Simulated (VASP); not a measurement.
# Sr2FeCl (R-3m) in VASP: notebook

The runs below take Sr2FeCl through single point, relaxation of cell and atoms, with PBE.

All numbers are computed with VASP 6.6.1; they aren't measurements. Logs are shortened: lines on timing, memory, paths and dates and some standing lists are left out, and cuts for length are marked.

**1. The cell of the first run**

Symmetry: R-3m, No. 166, trigonal system. The conventional cell has a = 4.004 Å, b = 4.004 Å, c = 24.681 Å, α = 90.00°, β = 90.00°, γ = 120.00°. Fe (site symmetry -3m) has 6 Sr at 3.00 Å within 3.9 Å. Cl (site symmetry -3m) has 6 Sr at 3.19 Å and 6 Cl at 4.00 Å within 4.2 Å. Within 3.9 Å of Sr (site symmetry 3m) lie 3 Fe at 3.00 Å and 3 Cl at 3.19 Å.

**2. Single point, PBE**

The input, INCAR:

```
SYSTEM = Sr2FeCl
ALGO = Normal ; EDIFF = 1E-7
ENCUT = 520 ; GGA = PE
ISIF = 2 ; ISMEAR = -1
LASPH = .TRUE. ; LCHARG = .FALSE.
LREAL = .FALSE. ; LWAVE = .FALSE.
NBANDS = 26 ; NELM = 60
PREC = Accurate ; SIGMA = 0.1
```

The input, KPOINTS:

```
k-points
0
G
  5 5 5
  0 0 0
```

The input, POSCAR:

```
Sr2FeCl
1.0
    2.0022307313      3.4679653551      0.0000001649
   -2.0022307313      3.4679653551      0.0000001649
    0.0000000000     -2.3119772946      8.2270279000
Fe Cl Sr
1 1 2
Direct
    0.5000000000      0.5000000000      0.5000000000
    0.0000000000      0.0000000000      0.0000000000
    0.2441056888      0.2441056888      0.7323170663
    0.7558943112      0.7558943112      0.2676829337
```

Potentials or basis: VASP PAW PBE potentials, release 64 (Fe, Cl, Sr_sv).

Command:

```sh
$ cat potpaw_PBE.64/Fe/POTCAR potpaw_PBE.64/Cl/POTCAR potpaw_PBE.64/Sr_sv/POTCAR > POTCAR
$ mpirun -np 1 vasp_std > vasp.out
```

OUTCAR:

```text
SYSTEM = Sr2FeCl
   EDIFF = 1E-7
   ENCUT = 520
   GGA = PE
   ISIF = 2
   ISMEAR = -1
   LASPH = .TRUE.
   LREAL = .FALSE.
   NELM = 60
   PREC = Accurate

 ion  position               nearest neighbor table
   1  0.500  0.500  0.500-   3 3.00   4 3.00   3 3.00   3 3.00   4 3.00   4 3.00
   2  0.000  0.000  0.000-   4 3.19   4 3.19   3 3.19   3 3.19   3 3.19   4 3.19
   3  0.244  0.244  0.732-   1 3.00   1 3.00   1 3.00   2 3.19   2 3.19   2 3.19   4 4.47   4 4.47
                             4 4.47   4 4.97   4 4.97   4 4.97
   4  0.756  0.756  0.268-   1 3.00   1 3.00   1 3.00   2 3.19   2 3.19   2 3.19   3 4.47   3 4.47
                             3 4.47   3 4.97   3 4.97   3 4.97

  LATTYP: Found a trigonal (rhomboedric) cell.
 ALAT       =     8.5457139595
 COS(alpha) =     0.8902103155

  Lattice vectors:

 A1 = (  -2.0022307313,   1.1559880605,   8.2270280649)
 A2 = (   0.0000000000,  -2.3119772946,   8.2270279000)
 A3 = (   2.0022307313,   1.1559880605,   8.2270280649)

Analysis of symmetry for initial positions (statically):
=====================================================================
 Subroutine PRICEL returns:
 Original cell was already a primitive cell.

 Routine SETGRP: Setting up the symmetry group for a
 trigonal (rhombohedral) supercell.

 Subroutine GETGRP returns: Found 12 space group operations
 (whereof 12 operations were pure point group operations)
 out of a pool of 12 trial point group operations.

The static configuration has the point symmetry D_3d.

Analysis of symmetry for dynamics (positions and initial velocities):
=====================================================================
 Subroutine PRICEL returns:
 Original cell was already a primitive cell.

 Routine SETGRP: Setting up the symmetry group for a
 trigonal (rhombohedral) supercell.

 Subroutine GETGRP returns: Found 12 space group operations
 (whereof 12 operations were pure point group operations)
 out of a pool of 12 trial point group operations.

The dynamic configuration has the point symmetry D_3d.

 Subroutine INISYM returns: Found 12 space group operations
 (whereof 12 operations are pure point group operations),
 and found     1 'primitive' translations

----------------------------------------------------------------------------------------

                                     Primitive cell

  volume of cell :     114.2515

  direct lattice vectors                    reciprocal lattice vectors
     2.002230731  3.467965355  0.000000165     0.249721469  0.144176756  0.040516866
    -2.002230731  3.467965355  0.000000165    -0.249721469  0.144176756  0.040516866
     0.000000000 -2.311977295  8.227027900     0.000000000 -0.000000006  0.121550577

  length of vectors
     4.004461463  4.004461463  8.545713960     0.291186135  0.291186135  0.121550577

  position of ions in fractional coordinates (direct lattice)
     0.500000000  0.500000000  0.500000000
     0.000000000  0.000000000  0.000000000
     0.244105689  0.244105689  0.732317066
     0.755894311  0.755894311  0.267682934

  ion indices of the primitive-cell ions
   primitive index   ion index
                 1           1
                 2           2
                 3           3
                 4           4

----------------------------------------------------------------------------------------

 KPOINTS: k-points

Automatic generation of k-mesh.
 Grid dimensions read from file:
 generate k-points for:    5    5    5

 Generating k-lattice:

  Cartesian coordinates                     Fractional coordinates (reciprocal lattice)
     0.049944294  0.028835351  0.008103373     0.200000000 -0.000000000  0.000000000
    -0.049944294  0.028835351  0.008103373    -0.000000000  0.200000000  0.000000000
     0.000000000 -0.000000001  0.024310115     0.000000000  0.000000000  0.200000000

  Length of vectors
     0.058237227  0.058237227  0.024310115

  Shift w.r.t. Gamma in fractional coordinates (k-lattice)
     0.000000000  0.000000000  0.000000000

 Subroutine IBZKPT returns following result:
 ===========================================

 Found     19 irreducible k-points:

 Following reciprocal coordinates:
            Coordinates               Weight
  0.000000  0.000000  0.000000      1.000000
  0.200000 -0.000000  0.000000      6.000000
  0.400000  0.000000  0.000000      6.000000
  0.200000  0.200000  0.000000      6.000000
  0.400000  0.200000  0.000000     12.000000
 -0.400000  0.200000  0.000000     12.000000
[... 11 lines left out ...]
  0.000000  0.000000  0.400000      2.000000
  0.200000 -0.000000  0.400000      6.000000
   k-points           NKPTS =     19   k-points in BZ     NKDIM =     19   number of bands    NBANDS=     26
   number of dos      NEDOS =    301   number of ions     NIONS =      4
   total plane-waves  NPLWV =  57600
   dimension x,y,z NGX =    30 NGY =   30 NGZ =   64
   dimension x,y,z NGXF=    60 NGYF=   60 NGZF=  128
   ions per type =               1   1   2
   NGX,Y,Z   is equivalent  to a cutoff of  12.45, 12.45, 12.45 a.u.
   NGXF,Y,Z  is equivalent  to a cutoff of  24.91, 24.91, 24.90 a.u.
 SYSTEM =  Sr2FeCl
   PREC   = accura    normal or accurate (medium, high low for compatibility)
   ISTART =      0    job   : 0-new  1-cont  2-samecut
   ICHARG =      2    charge: 1-file 2-atom 10-const
   ISPIN  =      1    spin polarized calculation?
   LNONCOLLINEAR =      F non collinear calculations
   LSORBIT =      F    spin-orbit coupling
   LASPH  =      T    aspherical Exc in radial PAW
   ENCUT  =  520.0 eV  38.22 Ry    6.18 a.u.   7.45  7.45 15.89*2*pi/ulx,y,z
   NELM   =     60;   NELMIN=  2; NELMDL= -5     # of ELM steps
   EDIFF  = 0.1E-06   stopping-criterion for ELM
   LREAL  =      F    real-space projection
   EDIFFG = 0.1E-05   stopping-criterion for IOM
   NSW    =      0    number of steps for IOM
   IBRION =     -1    ionic relax: 0-MD 1-quasi-New 2-CG
   NFREE  =      0    steps in history (QN), initial steepest desc. (CG)
   ISIF   =      2    stress and relaxation
   ISYM   =      2    0-nonsym 1-usesym 2-fastsym
   POTIM  = 0.5000    time-step for ionic-motion
   TEBEG  =    0.0;   TEEND  =   0.0 temperature during run
   PSTRESS=    0.0 pullay stress
   NELECT =      35.0000    total number of electrons
   NUPDOWN=      -1.0000    fix difference up-down
   EMIN   =  10.00;   EMAX   =-10.00  energy-range for DOS
   EFERMI =   0.00;   METHOD = LEGACY
   ISMEAR =    -1;   SIGMA  =   0.10  broadening in eV -4-tet -1-fermi 0-gaus
   EFERMI_NEDOS =   21; number of points for ismear=-14 and -15
   IALGO  =     38    algorithm
   IMIX   =      4    mixing-type and parameters
     AMIX     =   0.40;   BMIX     =  1.00
     AMIX_MAG =   1.60;   BMIX_MAG =  1.00
  volume/ion in A,a.u.               =      28.56       192.75
  Fermi-wavevector in a.u.,A,eV,Ry     =   1.103596  2.085495 16.570872  1.217925
  Thomas-Fermi vector in A             =   2.240057
   LORBIT       =      0    0 simple, 1 ext, 2 COOP (PROOUT), +10 PAW based schemes
   GGA     = PE    functional components
   LHFCALC =     F    Hartree Fock is set to
   AEXX    =    0.0000 exact exchange contribution
   IVDW    =     0    specifies the selected vdW correction
   LEPSILON=     F    determine dielectric tensor
   LRPA    =     F    only Hartree local field effects (RPA)
 non-spin polarized calculation
  energy-cutoff  :      520.00
  volume of cell :      114.25
 maximum number of plane-waves:      3111
 NGX is ok and might be reduce to    30
   NGX = 15   NGY = 15   NGZ = 31

 number of electron      34.9999997 magnetization

 Free energy of the ion-electron system (eV)
  ---------------------------------------------------
  ext. energy  EPLUGINS =         0.00000000
  ---------------------------------------------------
  free energy    TOTEN  =       -14.36115787 eV

  energy without entropy =      -14.13677749  energy(sigma->0) =      -14.24896768

 E-fermi :   3.1948     XC(G=0):  -8.8914

 val. band max:        3.1928291670   @ k =   0.2000  -0.0000   0.2000
 cond. band min:       3.2489841600   @ k =   0.4000   0.4000   0.2000
 fundamental gap:      0.0561549930
 Fermi energy:         3.1948281085

 k-point     1 :       0.0000    0.0000    0.0000
  band No.  band energies     occupation
      1     -32.3203      2.00000
      2     -32.3143      2.00000
      3     -14.8188      2.00000
      4     -14.3357      2.00000
      5     -14.2508      2.00000
      6     -14.2508      2.00000
[... 18 lines left out ...]
     25       6.7053      0.00000
     26       7.7379      0.00000

 k-point     2 :       0.2000   -0.0000    0.0000
  band No.  band energies     occupation
      1     -32.3112      2.00000
      2     -32.3067      2.00000
      3     -14.7415      2.00000
      4     -14.3766      2.00000
      5     -14.3657      2.00000
      6     -14.3244      2.00000
[... 18 lines left out ...]
     25       7.1410      0.00000
     26       7.2944      0.00000

 k-point     3 :       0.4000    0.0000    0.0000
  band No.  band energies     occupation
      1     -32.2962      2.00000
      2     -32.2946      2.00000
      3     -14.7226      2.00000
      4     -14.5441      2.00000
      5     -14.4057      2.00000
      6     -14.3277      2.00000
[... 18 lines left out ...]
     25       7.4789      0.00000
     26       8.4323      0.00000

 k-point     4 :       0.2000    0.2000    0.0000
  band No.  band energies     occupation
      1     -32.3111      2.00000
      2     -32.3068      2.00000
      3     -14.7377      2.00000
      4     -14.3852      2.00000
      5     -14.3626      2.00000
      6     -14.3250      2.00000
[... 18 lines left out ...]
     25       7.1633      0.00000
     26       7.1880      0.00000

 k-point     5 :       0.4000    0.2000    0.0000
  band No.  band energies     occupation
      1     -32.2992      2.00000
      2     -32.2968      2.00000
      3     -14.6928      2.00000
      4     -14.4772      2.00000
      5     -14.4142      2.00000
      6     -14.3463      2.00000
[... 18 lines left out ...]
     25       7.0238      0.00000
     26       7.3415      0.00000

 k-point     6 :      -0.4000    0.2000    0.0000
  band No.  band energies     occupation
      1     -32.2914      2.00000
      2     -32.2910      2.00000
      3     -14.6984      2.00000
      4     -14.5338      2.00000
      5     -14.4094      2.00000
      6     -14.3935      2.00000
[... 282 lines left out ...]
 k-point    16 :      -0.4000    0.2000    0.2000
  band No.  band energies     occupation
      1     -32.2915      2.00000
      2     -32.2909      2.00000
      3     -14.7067      2.00000
      4     -14.5265      2.00000
      5     -14.4191      2.00000
      6     -14.3862      2.00000
[... 18 lines left out ...]
     25       7.1851      0.00000
     26       7.8590      0.00000

 k-point    17 :       0.4000    0.4000    0.2000
  band No.  band energies     occupation
      1     -32.2960      2.00000
      2     -32.2948      2.00000
      3     -14.7427      2.00000
      4     -14.5352      2.00000
      5     -14.3626      2.00000
      6     -14.3519      2.00000
[... 18 lines left out ...]
     25       7.4406      0.00000
     26       7.6577      0.00000

 k-point    18 :       0.0000    0.0000    0.4000
  band No.  band energies     occupation
      1     -32.3191      2.00000
      2     -32.3155      2.00000
      3     -14.7718      2.00000
      4     -14.4164      2.00000
      5     -14.2504      2.00000
      6     -14.2504      2.00000
[... 18 lines left out ...]
     25       7.1578      0.00000
     26       7.4735      0.00000

 k-point    19 :       0.2000   -0.0000    0.4000
  band No.  band energies     occupation
      1     -32.3102      2.00000
      2     -32.3077      2.00000
      3     -14.7204      2.00000
      4     -14.4023      2.00000
      5     -14.3548      2.00000
      6     -14.3429      2.00000
[... 18 lines left out ...]
     25       7.2207      0.00000
     26       7.4755      0.00000

------------------------ aborting loop because EDIFF is reached ----------------------------------------

  FORCE on cell =-STRESS in cart. coord.  units (eV):
  Direction    XX          YY          ZZ          XY          YZ          ZX
  --------------------------------------------------------------------------------------
  -------------------------------------------------------------------------------------
  Total        0.0608454      0.0608454      0.0515104      0.0000000      0.0000000     -0.0000000
  in kB        0.8532499      0.8532499      0.7223437      0.0000000      0.0000000     -0.0000000
  external PRESSURE =       0.8096145 kB  Pullay stress =       0.0000000 kB

 VOLUME and BASIS-vectors are now :
 -----------------------------------------------------------------------------
  energy-cutoff  :      520.00
  volume of cell :      114.25
      direct lattice vectors                 reciprocal lattice vectors
     2.002230731  3.467965355  0.000000165     0.249721469  0.144176756  0.040516866
    -2.002230731  3.467965355  0.000000165    -0.249721469  0.144176756  0.040516866
     0.000000000 -2.311977295  8.227027900     0.000000000 -0.000000006  0.121550577

 POSITION                                       TOTAL-FORCE (eV/Angst)
 -----------------------------------------------------------------------------------
      0.00000      2.31198      4.11351         0.000000     -0.000000      0.000000
      0.00000      0.00000      0.00000        -0.000000     -0.000000      0.000000
      0.00000     -0.00000      6.02479        -0.000000     -0.000000      0.007636
      0.00000      4.62395      2.20224        -0.000000      0.000000     -0.007636
 -----------------------------------------------------------------------------------
    total drift:                               -0.000000     -0.000000      0.000000

  FREE ENERGIE OF THE ION-ELECTRON SYSTEM (eV)
  ---------------------------------------------------
  free  energy   TOTEN  =       -14.3611578678 eV

  energy  without entropy=      -14.1367774919  energy(sigma->0) =      -14.24896768
```

Wall time 40 s (1 thread of Intel Xeon 6975P-C (Granite Rapids), shared host); peak memory 0.26 GiB.

Results:

| Property | Result |
| --- | --- |
| Free energy | -14.3612 eV |
| Pressure | 0.1 GPa |
| Largest force | 0.008 eV/Å |

Forces on the atoms (eV/Å):
```
Fe   0.000  0.000  0.000
Cl   0.000  0.000  0.000
Sr   0.000  0.000  0.008
Sr   0.000  0.000 -0.008
```

Caveat: the k points lie up to 0.37 Å⁻¹ apart; an odd number of electrons without spin polarisation forces a metal; a magnetic or distorted state may lie lower; the run has no spin polarisation, though such a crystal can be magnetic. With open d or f shells a metallic result of PBE can be an artefact of self-interaction; +U or a hybrid may open a gap.

**3. Single point, PBE**

The input, INCAR:

```
ALGO = Normal ; EDIFF = 1E-6
ENCUT = 520 ; GGA = PE
ISIF = 2 ; ISMEAR = -1
LASPH = True ; LCHARG = False
LREAL = False ; LWAVE = False
NBANDS = 26 ; NELM = 80
PREC = Accurate ; SIGMA = 0.1
```

The input, KPOINTS:

```
k-points
0
Gamma
  5 5 5
```

The input, POSCAR:

```
Sr2FeCl
1.0
    2.0022302633      3.4679645445      0.0000001649
   -2.0022302633      3.4679645445      0.0000001649
    0.0000000000     -2.3119767542      8.2270476572
Fe Cl Sr
1 1 2
Direct
    0.5000000000      0.5000000000      0.5000000000
    0.0000000000      0.0000000000      0.0000000000
    0.2441055157      0.2441055157      0.7323165471
    0.7558944843      0.7558944843      0.2676834529
```

Potentials or basis: VASP PAW PBE potentials, release 64 (Fe, Cl, Sr_sv).

Command:

```sh
$ cat potpaw_PBE.64/Fe/POTCAR potpaw_PBE.64/Cl/POTCAR potpaw_PBE.64/Sr_sv/POTCAR > POTCAR
$ mpirun -np 1 vasp_std > vasp.out
```

Wall time 38 s (1 thread of Intel Xeon 6975P-C (Granite Rapids), shared host); peak memory 0.26 GiB.

The run converged. Its results:

| Item | Value |
| --- | --- |
| Free energy | -14.3612 eV |
| Pressure | 0.1 GPa |
| Largest force | 0.008 eV/Å |

Forces on the atoms (eV/Å):
```
Fe   0.000  0.000  0.000
Cl   0.000  0.000  0.000
Sr   0.000  0.000  0.008
Sr   0.000  0.000 -0.008
```

Levels at points of the mesh, in eV from the Fermi level:
```tsv
k point	band 13	band 14	band 15	band 16	band 17	band 18	band 19	band 20	band 21	band 22
(0.00, 0.00, 0.00)	-3.51	-0.86	-0.43	-0.42	-0.42	-0.31	-0.31	1.96	2.29	3.11
```

Caveat: the k points lie up to 0.37 Å⁻¹ apart; an odd number of electrons without spin polarisation forces a metal; a magnetic or distorted state may lie lower; the run has no spin polarisation, though such a crystal can be magnetic.

**4. Relaxation of cell and atoms, PBE**

This run uses another cell than the first one, of 23.25 Å³/atom, 0.814 times its volume.

The input, INCAR:

```
SYSTEM = Sr2FeCl
ALGO = Normal
EDIFF = 1E-6
EDIFFG = -0.01
ENCUT = 600
GGA = PE
IBRION = 2
ISIF = 3
ISMEAR = -1
LASPH = .True.
LCHARG = .False.
LREAL = .False.
LWAVE = .False.
NELM = 80
NSW = 60
PREC = Accurate
SIGMA = 0.1
```

The input, KPOINTS:

```
k-points
0
Gamma
  5 5 5
  0 0 0
```

The input, POSCAR:

```
Sr2FeCl
1.0
    1.9567720000      3.3892220000      0.0000000000
   -1.9567720000      3.3892220000      0.0000000000
    0.0000000000     -2.2594820000      7.0105840000
Fe Cl Sr
1 1 2
Direct
    0.5000000000      0.5000000000      0.5000000000
    0.0000000000      0.0000000000      0.0000000000
    0.2308000000      0.2308000000      0.6924000000
    0.7692000000      0.7692000000      0.3076000000
```

Command:

```sh
$ cat potpaw_PBE.64/Fe/POTCAR potpaw_PBE.64/Cl/POTCAR potpaw_PBE.64/Sr_sv/POTCAR > POTCAR
$ mpirun -np 1 vasp_std > vasp.out
```

Run time: 3.8 min. Hardware: 1 thread of Intel Xeon 6975P-C (Granite Rapids), shared host; peak memory 0.27 GiB.

Results (log left out):

```
Free energy                            : -14.3577 eV
Relaxed volume                         : 28.66 Å³/atom
Relaxed cell                           : a = 4.011 Å, b = 4.011 Å, c = 8.547 Å, α = 103.57°, β = 103.57°, γ = 60.00°
Space group after relaxing (to 0.05 Å) : R-3m (No. 166)
Energy gained by relaxing              : 438.1 meV/atom
Ionic steps                            : 11
Pressure after relaxing                : 0.0 GPa
```

Forces in eV/Å, atoms in the order of the input:
```
Fe   0.000  0.000  0.000
Cl   0.000  0.000  0.000
Sr   0.000  0.000 -0.002
Sr   0.000  0.000  0.002
```

The path:
| step | energy change (eV) | largest force (eV/Å) | pressure (GPa) | volume (Å³) |
| --- | --- | --- | --- | --- |
| 1 | 0.0000 | 3.0759 | 14.54 | 92.99 |
| 2 | -1.5698 | 0.6122 | -0.74 | 124.37 |
| 3 | -1.5700 | 0.5989 | -0.80 | 124.64 |
| 4 | -1.6312 | 0.4724 | -0.64 | 122.55 |
| 5 | -1.7242 | 0.1711 | -0.19 | 117.69 |
| 6 | -1.6605 | 0.6024 | 1.52 | 107.93 |
| 7 | -1.7444 | 0.0420 | 0.18 | 114.83 |
| 8 | -1.7449 | 0.0719 | 0.19 | 114.41 |
| 9 | -1.7501 | 0.0623 | -0.09 | 115.22 |
| 10 | -1.7508 | 0.0564 | -0.23 | 115.71 |
| 11 | -1.7523 | 0.0025 | -0.04 | 114.63 |

Final structure:
```xyz
4
Lattice="2.0056 3.4737 0.0000 -2.0056 3.4737 0.0000 0.0000 -2.3158 8.2271" Properties=species:S:1:pos:R:3 pbc="T T T"
Fe    0.0000    2.3158    4.1136
Cl    0.0000    0.0000    0.0000
Sr    0.0000    0.0000    6.0256
Sr    0.0000    4.6317    2.2016
```

Levels at points of the mesh, in eV from the Fermi level:
| k point | band 13 | band 14 | band 15 | band 16 | band 17 | band 18 | band 19 | band 20 | band 21 |
| --- | --- | --- | --- | --- | --- | --- | --- | --- | --- |
| (0.00, 0.00, 0.00) | -3.51 | -0.86 | -0.43 | -0.41 | -0.41 | -0.31 | -0.31 | 1.95 | 2.29 |

Caveat: the k points lie up to 0.37 Å⁻¹ apart in the final cell; the volume moved by over 15 % at a fixed basis, so the end points are rough; an odd number of electrons without spin polarisation forces a metal; a magnetic or distorted state may lie lower; the run has no spin polarisation, though such a crystal can be magnetic. With open d or f shells a metallic result of PBE can be an artefact of self-interaction; +U or a hybrid may open a gap.
